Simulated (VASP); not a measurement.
# C (Fd-3m) in VASP: notebook, part 2 of 2

VASP 6.6.1.

## Step 3: Single point, HSE06 (5.40 Å³/atom)

This run uses another cell than the first one, of 5.40 Å³/atom.

Contents of POSCAR:

```
C
1.0
    0.0000000000      1.7548386770      1.7548386770
    1.7548386770      0.0000000000      1.7548386770
    1.7548386770      1.7548386770      0.0000000000
C
2
Direct
    0.0000000000      0.0000000000      0.0000000000
    0.2500000000      0.2500000000      0.2500000000
```

Contents of INCAR.step1:

```
PREC = Accurate
ENCUT = 520
EDIFF = 1E-5
ISMEAR = 0
SIGMA = 0.02
LREAL = False
LASPH = True
NELM = 80
ALGO = Normal
ISIF = 2
LWAVE = True
LCHARG = False
GGA = PE
NBANDS = 11
```

Contents of INCAR.step2:

```
PREC = Accurate
ENCUT = 520
EDIFF = 1E-6
ISMEAR = 0
SIGMA = 0.02
LREAL = False
LASPH = True
NELM = 80
ALGO = Normal
ISIF = 2
LWAVE = False
LCHARG = False
GGA = PE
LHFCALC = True
HFSCREEN = 0.2079
PRECFOCK = Normal
ISTART = 1
NBANDS = 11
```

Contents of KPOINTS:

```
Automatic mesh
0
Gamma
  8 8 8
```

Potentials or basis: VASP PAW PBE potentials, release 64 (C).

Run with:

```bash
cat potpaw_PBE.64/C/POTCAR > POTCAR
cp INCAR.step1 INCAR
mpirun -np 1 vasp_std > vasp.out
cp INCAR.step2 INCAR
mpirun -np 1 vasp_std > vasp.out
```

OUTCAR:

```text
PREC = Accurate
   ENCUT = 520
   EDIFF = 1E-6
   ISMEAR = 0
   LREAL = False
   LASPH = True
   NELM = 80
   ISIF = 2
   GGA = PE
   LHFCALC = True
   HFSCREEN = 0.2079
   PRECFOCK = Normal
   ISTART = 1

 ion  position               nearest neighbor table
   1  0.000  0.000  0.000-   2 1.52   2 1.52   2 1.52   2 1.52
   2  0.250  0.250  0.250-   1 1.52   1 1.52   1 1.52   1 1.52

  LATTYP: Found a face centered cubic cell.
 ALAT       =     3.5096773540

  Lattice vectors:

[... 531 lines left out ...]
 [... further k-points ...]

------------------------ aborting loop because EDIFF is reached ----------------------------------------

  FORCE on cell =-STRESS in cart. coord.  units (eV):
  Direction    XX          YY          ZZ          XY          YZ          ZX
  --------------------------------------------------------------------------------------
  -------------------------------------------------------------------------------------
  Total        1.0915172      1.0915172      1.0915172      0.0000000      0.0000000      0.0000000
  in kB      161.8078426    161.8078426    161.8078426      0.0000000      0.0000000      0.0000000
  external PRESSURE =     161.8078426 kB  Pullay stress =       0.0000000 kB

 VOLUME and BASIS-vectors are now :
 -----------------------------------------------------------------------------
  energy-cutoff  :      520.00
  volume of cell :       10.81
      direct lattice vectors                 reciprocal lattice vectors
     0.000000000  1.754838677  1.754838677    -0.284926476  0.284926476  0.284926476
     1.754838677  0.000000000  1.754838677     0.284926476 -0.284926476  0.284926476
     1.754838677  1.754838677  0.000000000     0.284926476  0.284926476 -0.284926476

 POSITION                                       TOTAL-FORCE (eV/Angst)
 -----------------------------------------------------------------------------------
      0.00000      0.00000      0.00000         0.000000      0.000000      0.000000
      0.87742      0.87742      0.87742        -0.000000     -0.000000     -0.000000
 -----------------------------------------------------------------------------------
    total drift:                                0.000000     -0.000000      0.000000

  FREE ENERGIE OF THE ION-ELECTRON SYSTEM (eV)
  ---------------------------------------------------
  free  energy   TOTEN  =       -21.0341967639 eV

  energy  without entropy=      -21.0341967639  energy(sigma->0) =      -21.03419676
```

It took 4.1 min on 1 thread of Intel Xeon Platinum 8488C (Sapphire Rapids), shared host; peak memory 0.21 GiB.

What came out:

| Property | Result |
| --- | --- |
| Free energy | -21.0342 eV |
| Pressure | 16.2 GPa |
| Band gap on the k mesh | 5.40 eV (least direct gap 7.12 eV) |

Caveat: the cell stands under pressure; the PAW data sets were made with another functional, which shifts forces and pressure a little. A k mesh can miss the band edges.

## Step 4: Single point, HSE06

This run uses another cell than the first one, of 5.57 Å³/atom.

Contents of POSCAR:

```
C
1.0
    0.0000000000      1.7727464309      1.7727464309
    1.7727464309      0.0000000000      1.7727464309
    1.7727464309      1.7727464309      0.0000000000
C
2
Direct
    0.0000000000      0.0000000000      0.0000000000
    0.2500000000      0.2500000000      0.2500000000
```

Contents of INCAR.step1:

```
PREC = Accurate
ENCUT = 520
EDIFF = 1E-5
ISMEAR = 0
SIGMA = 0.02
LREAL = F
LASPH = T
NELM = 100
ALGO = Normal
ISIF = 2
LWAVE = T
LCHARG = F
NBANDS = 11
GGA = PE
```

Contents of INCAR.step2:

```
PREC = Accurate
ENCUT = 520
EDIFF = 1E-6
ISMEAR = 0
SIGMA = 0.02
LREAL = F
LASPH = T
NELM = 100
ALGO = Normal
ISIF = 2
LWAVE = F
LCHARG = F
GGA = PE
LHFCALC = T
HFSCREEN = 0.2079
PRECFOCK = Normal
NBANDS = 11
ISTART = 1
```

Contents of KPOINTS:

```
regular mesh
0
Gamma
  8 8 8
```

Run with:

```bash
cat potpaw_PBE.64/C/POTCAR > POTCAR
cp INCAR.step1 INCAR
mpirun -np 1 vasp_std > vasp.out
cp INCAR.step2 INCAR
mpirun -np 1 vasp_std > vasp.out
```

Wall time 9.3 min (1 thread of AMD EPYC 7R43 (Zen 3), shared host); peak memory 0.18 GiB.

Results (log left out):

```
Free energy            : -21.0523 eV
Pressure               : 0.9 GPa
Band gap on the k mesh : 5.32 eV (least direct gap 7.03 eV)
```

Levels at points of the mesh, in eV from the valence-band top:
| k point | band 1 | band 2 | band 3 | band 4 | band 5 | band 6 | band 7 | band 8 |
| --- | --- | --- | --- | --- | --- | --- | --- | --- |
| (0.00, 0.00, 0.00) | -23.79 | 0.00 | 0.00 | 0.00 | 7.03 | 7.03 | 7.03 | 15.69 |
| (0.50, 0.00, 0.00) | -17.47 | -14.83 | -3.11 | -3.11 | 10.10 | 10.10 | 10.60 | 17.77 |
| (0.50, 0.50, 0.00) | -14.21 | -14.21 | -6.99 | -6.99 | 5.95 | 5.95 | 19.51 | 19.51 |

Caveat: the PAW data sets were made with another functional, which shifts forces and pressure a little.

## Step 5: Single point, HSE06

This run uses another cell than the first one, of 5.67 Å³/atom.

Contents of POSCAR:

```
C
1.0
    0.0000000000      1.7833700000      1.7833700000
    1.7833700000      0.0000000000      1.7833700000
    1.7833700000      1.7833700000      0.0000000000
C
2
Direct
    0.0000000000      0.0000000000      0.0000000000
    0.2500000000      0.2500000000      0.2500000000
```

Contents of INCAR.step1:

```
SYSTEM = C
PREC = Accurate
ENCUT = 520
EDIFF = 1E-5
ISMEAR = 0
SIGMA = 0.1
LREAL = .FALSE.
LASPH = .TRUE.
NELM = 100
ALGO = Normal
ISIF = 2
LWAVE = .TRUE.
GGA = PE
NBANDS = 11
```

Contents of INCAR.step2:

```
SYSTEM = C
PREC = Accurate
ENCUT = 520
EDIFF = 1E-7
ISMEAR = 0
SIGMA = 0.1
LREAL = .FALSE.
LASPH = .TRUE.
NELM = 100
ALGO = Normal
ISIF = 2
LWAVE = .FALSE.
LCHARG = .TRUE.
GGA = PE
LHFCALC = .TRUE.
HFSCREEN = 0.2079
PRECFOCK = Normal
LELF = .TRUE.
LVHAR = .TRUE.
ISTART = 1
NBANDS = 11
```

Contents of KPOINTS:

```
regular mesh
0
G
  8 8 8
  0 0 0
```

Run with:

```bash
cat potpaw_PBE.64/C/POTCAR > POTCAR
cp INCAR.step1 INCAR
mpirun -np 1 vasp_std > vasp.out
cp INCAR.step2 INCAR
mpirun -np 1 vasp_std > vasp.out
```

Wall time 21 min (1 thread of AMD EPYC 7R43 (Zen 3), shared host); peak memory 0.19 GiB.

Results (log left out):

```yaml
Free_energy: -21.0486 eV
Pressure: -7.3 GPa
Band_gap_on_the_k_mesh: 5.28 eV (least direct gap 6.97 eV)
```

Levels at points of the mesh, in eV from the valence-band top:
| k point | band 2 | band 3 | band 4 | band 5 | band 6 | band 7 |
| --- | --- | --- | --- | --- | --- | --- |
| (0.00, 0.00, 0.00) | 0.00 | 0.00 | 0.00 | 6.97 | 6.97 | 6.97 |
| (0.50, 0.00, 0.00) | -14.62 | -3.06 | -3.06 | 10.02 | 10.02 | 10.34 |
| (0.50, 0.50, 0.00) | -14.07 | -6.87 | -6.87 | 5.91 | 5.91 | 19.22 |

Caveat: the cell stands under tension; the PAW data sets were made with another functional, which shifts forces and pressure a little. A k mesh can miss the band edges.

## Step 6: The runs side by side

```csv
cell,smearing,gap on the mesh (eV),pressure (GPa)
"a = 2.456 Å, angles 60.0°, 2 atoms",gaussian 0.02 eV,5.48,33.7
"a = 2.482 Å, angles 60.0°, 2 atoms",gaussian 0.02 eV,5.40,16.2
"a = 2.507 Å, angles 60.0°, 2 atoms",gaussian 0.02 eV,5.32,0.9
"a = 2.522 Å, angles 60.0°, 2 atoms",gaussian 0.1 eV,5.28,-7.3
```

Alike in all rows: task single point; level HSE06; potentials or basis VASP PAW PBE potentials, release 64 (C); no spin polarisation; k mesh 8 × 8 × 8; cutoff (eV) 520.

Caveats: the PAW data sets were made with another functional, which shifts forces and pressure a little; the cell stands under pressure (at least some runs); the cell stands under tension (at least some runs).

Total energies depend on the potentials used, so only differences within one code and one set of settings carry meaning.
